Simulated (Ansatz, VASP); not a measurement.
**One calculation of NiO, two programs**

File INCAR:

```
SYSTEM = NiO
PREC     = Accurate       ! precision mode
ENCUT    = 600            ! plane-wave cutoff, eV
EDIFF    = 1E-6           ! SCF threshold, eV
ISMEAR   = 1              ! smearing method
SIGMA    = 0.1            ! smearing width, eV
LREAL    = .False.        ! projectors in reciprocal space
LASPH    = .True.         ! aspherical terms in the spheres
NELM     = 200            ! most SCF steps
ALGO     = Normal         ! electronic algorithm
ISIF     = 2              ! what is computed and relaxed
LWAVE    = .False.        ! write WAVECAR
LCHARG   = .False.        ! write CHGCAR
ISPIN    = 2              ! spin polarisation
MAGMOM   = 1.5 0          ! initial moments
LORBIT   = 11             ! projections on sites
LMAXMIX  = 4              ! l up to which the mixer works
LDAU     = .True.         ! DFT+U
LDAUTYPE = 1            
LDAUL    = 2 -1           ! shell
LDAUU    = 6.9 0          ! U, eV
LDAUJ    = 0.9 0        
LDAUPRINT= 1            
NBANDS   = 19             ! bands
GGA_COMPAT= .False.
```

Contents of KPOINTS:

```
Automatic mesh
0
Gamma
  5 5 5
  0 0 0
```

The input POSCAR:

```
NiO
1.0
    0.0000000000      2.0859015000      2.0859015000
    2.0859015000      0.0000000000      2.0859015000
    2.0859015000      2.0859015000      0.0000000000
Ni O
1 1
Direct
    0.0000000000      0.0000000000      0.0000000000
    0.5000000000      0.5000000000      0.5000000000
```

Input for Ansatz:

```yaml
crystal:
  lattice:
    bravais: fcc
    a: 4.171803
  space_group: 225
  atoms:
    - { symbol: Ni, position: [0.0, 0.0, 0.0] }
    - { symbol: O, position: [0.5, 0.0, 0.0] }
  reduce_to_primitive: true
basis:
  ecutwfc: 450.0
kpoints:
  mp_grid:
    grid: [5, 5, 5]
    shift: [0.0, 0.0, 0.0]
hamiltonian:
  xc: lda
  hubbard:
    - { species: Ni, l: d, u: 6.9, j: 0.9 }
magnetization:
  spin_polarized: true
  per_species:
    Ni: 1.5
scf:
  algorithm: density_mixing
  convergence:
    dr2_threshold: 1.0e-09
  mixing:
    algorithm: msr1
    beta: 0.5
  occupations:
    method: cold
```

Alike in both runs: task single point; functional LDA; k mesh 5 × 5 × 5; collinear spin; Hubbard terms Ni d U = 6.9 eV, J = 0.9 eV.

```csv
,VASP,Ansatz
version,VASP 6.6.1,Ansatz 0.2.0
potentials or method,"VASP PAW LDA potentials, release 64 (Ni, O), cutoff 600 eV","plane waves, PAW"
occupations,"methfessel-paxton of order 1, width 0.1 eV",cold
valence electrons in the cell,16,24
```

Ansatz gave:

- net moment per atom (μB): 1.00
- size of the moment on the site where the two differ most (μB): 1.70

Question: Which values does VASP return?

Answer: net moment per atom (μB): 1.00; size of the moment on the site where the two differ most (μB): 1.80.

LDA's correlation is that of Perdew and Zunger in VASP and of Perdew and Wang (1992) in Ansatz. Site moments also hang on the region over which each program counts them. The programs project onto different local orbitals, so the same U acts differently, and such runs can settle in different states. VASP's potentials hold 16 valence electrons a cell and Ansatz's 24, so a difference there can come from the potentials and not from the codes. Ansatz's warnings: stability check not made.

The k mesh is coarse, so the values compare programs but aren't converged.
